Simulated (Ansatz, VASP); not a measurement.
Hg in VASP and in Ansatz

File INCAR:

```
SYSTEM = Hg
  PREC = Accurate
  ENCUT = 520
  EDIFF = 1E-6
  ISMEAR = 0
  SIGMA = 0.1
  LREAL = .FALSE.
  LASPH = .TRUE.
  NELM = 100
  ALGO = Normal
  ISIF = 2
  LWAVE = .FALSE.
  LCHARG = .FALSE.
  GGA = PE
  NBANDS = 25
```

The input KPOINTS:

```
regular mesh
0
G
  6 6 6
  0 0 0
```

File POSCAR:

```
Hg
1.0
    5.4666964342      0.0000000000      0.0000000000
   -2.7333482171      4.7342979868      0.0000000000
    0.0000000000      0.0000000000      3.1852178100
Hg
3
Direct
    0.3333333300      0.6666666700      0.5000000000
    0.6666666700      0.3333333300      0.5000000000
    0.0000000000      0.0000000000      0.0000000000
```

Input for Ansatz:

```yaml
crystal:
  lattice:
    - [5.4666964342, 0.0, 0.0]
    - [-2.7333482171, 4.7342979868, 0.0]
    - [0.0, 0.0, 3.18521781]
  atoms:
    - { symbol: Hg, position: [0.33333333, 0.66666667, 0.5] }
    - { symbol: Hg, position: [0.66666667, 0.33333333, 0.5] }
    - { symbol: Hg, position: [0.0, 0.0, 0.0] }
basis:
  ecutwfc: 420
kpoints:
  mp_grid: { grid: [6, 6, 6] }
hamiltonian:
  xc: pbe
scf:
  occupations: { method: gaussian, width: 0.1 }
output:
  forces: true
  stress: true
  eigenvalues: true
```

Alike in both runs: task single point; functional PBE; k mesh 6 × 6 × 6; occupations gaussian, width 0.1 eV; no spin polarisation.

|  | VASP | Ansatz |
| --- | --- | --- |
| version | VASP 6.6.1 | Ansatz 0.2.0 |
| potentials or method | VASP PAW PBE potentials, release 64 (Hg), cutoff 520 eV | scalar-relativistic, plane waves, PAW |
| valence electrons in the cell | 36 | 60 |

Ansatz gave:

- gap on the k mesh at the Fermi level (eV): none
- pressure (GPa): 1.0
- traceless stress, the component that is largest in VASP (GPa): -0.28

Which values does VASP return?

gap on the k mesh at the Fermi level (eV): none; pressure (GPa): 1.1; traceless stress, the component that is largest in VASP (GPa): -0.25.

A gap of «none» marks a metal or a gap that the smearing closes. VASP's potentials hold 36 valence electrons a cell and Ansatz's 60, so a difference there can come from the potentials and not from the codes.

Spin-orbit coupling is off throughout.
